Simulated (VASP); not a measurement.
# W (Pm-3n) in VASP: single point with PBEsol

Aim: the single point of W with PBEsol.

Program: VASP 6.6.1. These are calculated values, not measurements. Logs are shortened: lines on timing, memory, paths and dates and some standing lists are left out, and cuts for length are marked.

## (1) The cell of the first run

It takes space group Pm-3n (No. 223, cubic). Conventional cell: a = 5.083 Å, b = 5.083 Å, c = 5.083 Å, α = 90.00°, β = 90.00°, γ = 90.00°. Within 3.4 Å of W (site symmetry -4m2) lie 14 W at 2.54 to 3.11 Å. W (site symmetry m-3) has 12 W at 2.84 Å within 3.7 Å.

## (2) Single point, PBEsol

File INCAR:

```
ALGO = Fast
EDIFF = 1E-6
ENCUT = 520
GGA = PS
ISIF = 2
ISMEAR = -1
LASPH = T
LCHARG = F
LREAL = F
LWAVE = F
NBANDS = 66
NELM = 60
PREC = Accurate
SIGMA = 0.05
```

File KPOINTS:

```
k-points
0
Gamma
  5 5 5
```

File POSCAR:

```
W
1.0
    5.0830000000      0.0000000000      0.0000000000
    0.0000000000      5.0830000000      0.0000000000
    0.0000000000      0.0000000000      5.0830000000
W
8
Direct
    0.5000000000      0.2500000000      0.0000000000
    0.5000000000      0.7500000000      0.0000000000
    0.7500000000      0.0000000000      0.5000000000
    0.2500000000      0.0000000000      0.5000000000
    0.0000000000      0.5000000000      0.7500000000
    0.0000000000      0.5000000000      0.2500000000
    0.5000000000      0.5000000000      0.5000000000
    0.0000000000      0.0000000000      0.0000000000
```

Potentials or basis: VASP PAW PBE potentials, release 64 (W_sv).

Launch:

```
$ cat potpaw_PBE.64/W_sv/POTCAR > POTCAR
$ mpirun -np 1 vasp_std > vasp.out
```

OUTCAR:

```text
EDIFF = 1E-6
   ENCUT = 520
   GGA = PS
   ISIF = 2
   ISMEAR = -1
   LASPH = T
   LREAL = F
   NELM = 60
   PREC = Accurate

 ion  position               nearest neighbor table
   1  0.500  0.250  0.000-   2 2.54   2 2.54   8 2.84   7 2.84   7 2.84   8 2.84   4 3.11   3 3.11
                             4 3.11   5 3.11   6 3.11   5 3.11   6 3.11   3 3.11
   2  0.500  0.750  0.000-   1 2.54   1 2.54   8 2.84   7 2.84   7 2.84   8 2.84   4 3.11   3 3.11
                             4 3.11   5 3.11   6 3.11   5 3.11   6 3.11   3 3.11
   3  0.750  0.000  0.500-   4 2.54   4 2.54   8 2.84   8 2.84   7 2.84   7 2.84   1 3.11   1 3.11
                             2 3.11   5 3.11   5 3.11   6 3.11   6 3.11   2 3.11
   4  0.250  0.000  0.500-   3 2.54   3 2.54   8 2.84   8 2.84   7 2.84   7 2.84   1 3.11   1 3.11
                             2 3.11   5 3.11   5 3.11   6 3.11   6 3.11   2 3.11
   5  0.000  0.500  0.750-   6 2.54   6 2.54   8 2.84   7 2.84   8 2.84   7 2.84   3 3.11   4 3.11
                             3 3.11   4 3.11   1 3.11   1 3.11   2 3.11   2 3.11
   6  0.000  0.500  0.250-   5 2.54   5 2.54   8 2.84   7 2.84   8 2.84   7 2.84   3 3.11   4 3.11
                             3 3.11   4 3.11   1 3.11   1 3.11   2 3.11   2 3.11
   7  0.500  0.500  0.500-   1 2.84   2 2.84   3 2.84   4 2.84   5 2.84   6 2.84   1 2.84   2 2.84
                             3 2.84   4 2.84   5 2.84   6 2.84
   8  0.000  0.000  0.000-   1 2.84   2 2.84   3 2.84   4 2.84   5 2.84   6 2.84   3 2.84   4 2.84
                             5 2.84   6 2.84   1 2.84   2 2.84

  LATTYP: Found a simple cubic cell.
 ALAT       =     5.0830000000

  Lattice vectors:

 A1 = (   5.0830000000,   0.0000000000,   0.0000000000)
 A2 = (   0.0000000000,   5.0830000000,   0.0000000000)
 A3 = (   0.0000000000,   0.0000000000,   5.0830000000)

Analysis of symmetry for initial positions (statically):
=====================================================================
 Subroutine PRICEL returns:
 Original cell was already a primitive cell.

 Routine SETGRP: Setting up the symmetry group for a
 simple cubic supercell.

 Subroutine GETGRP returns: Found 48 space group operations
 (whereof 24 operations were pure point group operations)
 out of a pool of 48 trial point group operations.

The static configuration has the point symmetry T_h .
 The point group associated with its full space group is O_h .

Analysis of symmetry for dynamics (positions and initial velocities):
=====================================================================
 Subroutine PRICEL returns:
 Original cell was already a primitive cell.

 Routine SETGRP: Setting up the symmetry group for a
 simple cubic supercell.

 Subroutine GETGRP returns: Found 48 space group operations
 (whereof 24 operations were pure point group operations)
 out of a pool of 48 trial point group operations.

The dynamic configuration has the point symmetry T_h .
 The point group associated with its full space group is O_h .

 Subroutine INISYM returns: Found 48 space group operations
 (whereof 24 operations are pure point group operations),
 and found     1 'primitive' translations

----------------------------------------------------------------------------------------

                                     Primitive cell

  volume of cell :     131.3289

  direct lattice vectors                    reciprocal lattice vectors
     5.083000000  0.000000000  0.000000000     0.196734212  0.000000000  0.000000000
     0.000000000  5.083000000  0.000000000     0.000000000  0.196734212  0.000000000
     0.000000000  0.000000000  5.083000000     0.000000000  0.000000000  0.196734212

  length of vectors
     5.083000000  5.083000000  5.083000000     0.196734212  0.196734212  0.196734212

  position of ions in fractional coordinates (direct lattice)
     0.500000000  0.250000000  0.000000000
     0.500000000  0.750000000  0.000000000
     0.750000000  0.000000000  0.500000000
     0.250000000  0.000000000  0.500000000
     0.000000000  0.500000000  0.750000000
     0.000000000  0.500000000  0.250000000
     0.500000000  0.500000000  0.500000000
     0.000000000  0.000000000  0.000000000

  ion indices of the primitive-cell ions
   primitive index   ion index
                 1           1
                 2           2
                 3           3
                 4           4
                 5           5
                 6           6
                 7           7
                 8           8

----------------------------------------------------------------------------------------

 KPOINTS: k-points

Automatic generation of k-mesh.
 Grid dimensions read from file:
 generate k-points for:    5    5    5

 Generating k-lattice:

  Cartesian coordinates                     Fractional coordinates (reciprocal lattice)
     0.039346842  0.000000000  0.000000000     0.200000000  0.000000000  0.000000000
     0.000000000  0.039346842  0.000000000     0.000000000  0.200000000  0.000000000
     0.000000000  0.000000000  0.039346842     0.000000000  0.000000000  0.200000000

  Length of vectors
     0.039346842  0.039346842  0.039346842

  Shift w.r.t. Gamma in fractional coordinates (k-lattice)
     0.000000000  0.000000000  0.000000000

 Subroutine IBZKPT returns following result:
 ===========================================

 Found     10 irreducible k-points:

 Following reciprocal coordinates:
            Coordinates               Weight
  0.000000  0.000000  0.000000      1.000000
  0.200000  0.000000  0.000000      6.000000
  0.400000  0.000000  0.000000      6.000000
  0.200000  0.200000  0.000000     12.000000
  0.400000  0.200000  0.000000     24.000000
  0.400000  0.400000  0.000000     12.000000
  0.200000  0.200000  0.200000      8.000000
  0.400000  0.200000  0.200000     24.000000
  0.400000  0.400000  0.200000     24.000000
  0.400000  0.400000  0.400000      8.000000
   k-points           NKPTS =     10   k-points in BZ     NKDIM =     10   number of bands    NBANDS=     66
   number of dos      NEDOS =    301   number of ions     NIONS =      8
   total plane-waves  NPLWV =  64000
   dimension x,y,z NGX =    40 NGY =   40 NGZ =   40
   dimension x,y,z NGXF=    80 NGYF=   80 NGZF=   80
   ions per type =               8
   NGX,Y,Z   is equivalent  to a cutoff of  13.08, 13.08, 13.08 a.u.
   NGXF,Y,Z  is equivalent  to a cutoff of  26.17, 26.17, 26.17 a.u.
 SYSTEM =  unknown system
   PREC   = accura    normal or accurate (medium, high low for compatibility)
   ISTART =      0    job   : 0-new  1-cont  2-samecut
   ICHARG =      2    charge: 1-file 2-atom 10-const
   ISPIN  =      1    spin polarized calculation?
   LNONCOLLINEAR =      F non collinear calculations
   LSORBIT =      F    spin-orbit coupling
   LASPH  =      T    aspherical Exc in radial PAW
   ENCUT  =  520.0 eV  38.22 Ry    6.18 a.u.   9.45  9.45  9.45*2*pi/ulx,y,z
   NELM   =     60;   NELMIN=  2; NELMDL= -5     # of ELM steps
   EDIFF  = 0.1E-05   stopping-criterion for ELM
   LREAL  =      F    real-space projection
   EDIFFG = 0.1E-04   stopping-criterion for IOM
   NSW    =      0    number of steps for IOM
   IBRION =     -1    ionic relax: 0-MD 1-quasi-New 2-CG
   NFREE  =      0    steps in history (QN), initial steepest desc. (CG)
   ISIF   =      2    stress and relaxation
   ISYM   =      2    0-nonsym 1-usesym 2-fastsym
   POTIM  = 0.5000    time-step for ionic-motion
   TEBEG  =    0.0;   TEEND  =   0.0 temperature during run
   PSTRESS=    0.0 pullay stress
   NELECT =     112.0000    total number of electrons
   NUPDOWN=      -1.0000    fix difference up-down
   EMIN   =  10.00;   EMAX   =-10.00  energy-range for DOS
   EFERMI =   0.00;   METHOD = LEGACY
   ISMEAR =    -1;   SIGMA  =   0.05  broadening in eV -4-tet -1-fermi 0-gaus
   EFERMI_NEDOS =   21; number of points for ismear=-14 and -15
   IALGO  =     68    algorithm
   IMIX   =      4    mixing-type and parameters
     AMIX     =   0.40;   BMIX     =  1.00
     AMIX_MAG =   1.60;   BMIX_MAG =  1.00
  volume/ion in A,a.u.               =      16.42       110.78
  Fermi-wavevector in a.u.,A,eV,Ry     =   1.552485  2.933771 32.792891  2.410209
  Thomas-Fermi vector in A             =   2.656853
   LORBIT       =      0    0 simple, 1 ext, 2 COOP (PROOUT), +10 PAW based schemes
   GGA     = PS    functional components
   LHFCALC =     F    Hartree Fock is set to
   AEXX    =    0.0000 exact exchange contribution
   IVDW    =     0    specifies the selected vdW correction
   LEPSILON=     F    determine dielectric tensor
   LRPA    =     F    only Hartree local field effects (RPA)
 non-spin polarized calculation
 RMM-DIIS sequential band-by-band and
  energy-cutoff  :      520.00
  volume of cell :      131.33
 maximum number of plane-waves:      3575
 NGX is ok and might be reduce to    40
   NGX = 19   NGY = 19   NGZ = 19

 number of electron     111.9999988 magnetization

 Free energy of the ion-electron system (eV)
  ---------------------------------------------------
  ext. energy  EPLUGINS =         0.00000000
  ---------------------------------------------------
  free energy    TOTEN  =      -109.58600139 eV

  energy without entropy =     -109.56401574  energy(sigma->0) =     -109.57500857

 E-fermi :  10.5180     XC(G=0): -13.5478

 val. band max:       10.4596138258   @ k =   0.2000   0.0000   0.0000
 cond. band min:      10.5500725535   @ k =   0.4000   0.0000   0.0000
 fundamental gap:      0.0904587277
 Fermi energy:        10.5179986631

 k-point     1 :       0.0000    0.0000    0.0000
  band No.  band energies     occupation
      1     -63.4546      2.00000
      2     -63.4113      2.00000
      3     -63.4113      2.00000
      4     -63.2777      2.00000
      5     -63.2777      2.00000
      6     -63.2777      2.00000
[... 58 lines left out ...]
     65      12.3497      0.00000
     66      13.4495      0.00000

 k-point     2 :       0.2000    0.0000    0.0000
  band No.  band energies     occupation
      1     -63.4472      2.00000
      2     -63.4136      2.00000
      3     -63.4015      2.00000
      4     -63.2920      2.00000
      5     -63.2777      2.00000
      6     -63.2777      2.00000
[... 610 lines left out ...]
     65      13.0954      0.00000
     66      13.2138      0.00000

------------------------ aborting loop because EDIFF is reached ----------------------------------------

  FORCE on cell =-STRESS in cart. coord.  units (eV):
  Direction    XX          YY          ZZ          XY          YZ          ZX
  --------------------------------------------------------------------------------------
  -------------------------------------------------------------------------------------
  Total       -7.0356170     -7.0356170     -7.0356170     -0.0000000      0.0000000     -0.0000000
  in kB      -85.8326346    -85.8326346    -85.8326346     -0.0000000      0.0000000     -0.0000000
  external PRESSURE =     -85.8326346 kB  Pullay stress =       0.0000000 kB

 VOLUME and BASIS-vectors are now :
 -----------------------------------------------------------------------------
  energy-cutoff  :      520.00
  volume of cell :      131.33
      direct lattice vectors                 reciprocal lattice vectors
     5.083000000  0.000000000  0.000000000     0.196734212  0.000000000  0.000000000
     0.000000000  5.083000000  0.000000000     0.000000000  0.196734212  0.000000000
     0.000000000  0.000000000  5.083000000     0.000000000  0.000000000  0.196734212

 POSITION                                       TOTAL-FORCE (eV/Angst)
 -----------------------------------------------------------------------------------
      2.54150      1.27075      0.00000         0.000000     -0.000000      0.000000
      2.54150      3.81225      0.00000        -0.000000      0.000000     -0.000000
      3.81225      0.00000      2.54150        -0.000000      0.000000      0.000000
      1.27075      0.00000      2.54150         0.000000      0.000000     -0.000000
      0.00000      2.54150      3.81225         0.000000      0.000000     -0.000000
      0.00000      2.54150      1.27075        -0.000000      0.000000     -0.000000
      2.54150      2.54150      2.54150        -0.000000     -0.000000     -0.000000
      0.00000      0.00000      0.00000        -0.000000     -0.000000     -0.000000
 -----------------------------------------------------------------------------------
    total drift:                               -0.000000     -0.000000      0.000000

  FREE ENERGIE OF THE ION-ELECTRON SYSTEM (eV)
  ---------------------------------------------------
  free  energy   TOTEN  =      -109.5860013900 eV

  energy  without entropy=     -109.5640157401  energy(sigma->0) =     -109.57500857
```

Run time: 56 s. Hardware: 1 thread of Intel Xeon 6975P-C (Granite Rapids), shared host; peak memory 0.26 GiB.

What came out:

```
Free energy            : -109.5860 eV
Pressure               : -8.6 GPa
Band gap on the k mesh : zero (band 56 reaches 10.60 eV, above the bottom of band 57 at 10.09 eV)
```

Caveat: the PAW data sets were made with another functional, which shifts forces and pressure a little; spin-orbit coupling is left out, which moves the levels of the heavy elements.
